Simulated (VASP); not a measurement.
The system is Sn.

```
CELL_PARAMETERS angstrom
-1.89465 1.89465 1.89465
1.89465 -1.89465 1.89465
1.89465 1.89465 -1.89465
ATOMIC_POSITIONS crystal
Sn 0.00000 0.00000 0.00000
```

This isn't the form of Sn at room conditions, which is tetragonal (white tin).

| Item | Value |
| --- | --- |
| Program | VASP 6.6.1 |
| Task | relaxation of cell and atoms |
| Functional | PBEsol |
| Dispersion | D3(BJ) |
| Potentials or basis | VASP PAW PBE potentials, release 64 (Sn_d) |
| Cutoff | 600 eV |
| k mesh | 12 × 12 × 12 |
| Occupations | fermi-dirac, width 0.15 eV |
| Spin | no spin polarisation |

At the start: pressure -4.5 GPa; volume 27.20 Å³/atom.

Question: How do energy, volume and symmetry change on relaxing?

Answer: Over 3 steps the energy falls by 34.2 meV/atom and the volume is 24.94 Å³/atom (-8.3 %); space group Im-3m (No. 229, to 0.1 Å) before and after.

Step by step:
```tsv
step	energy change (eV)	largest force (eV/Å)	pressure (GPa)	volume (Å³)
1	0.0000	0.0000	-4.47	27.20
2	-0.0310	0.0000	1.68	24.33
3	-0.0342	0.0000	0.02	24.94
```

Final structure:
```
CELL_PARAMETERS angstrom
-1.84059 1.84059 1.84059
1.84059 -1.84059 1.84059
1.84059 1.84059 -1.84059
ATOMIC_POSITIONS crystal
Sn 0.00000 0.00000 0.00000
```

Caveat: the PAW data sets were made with another functional, which shifts forces and pressure a little.
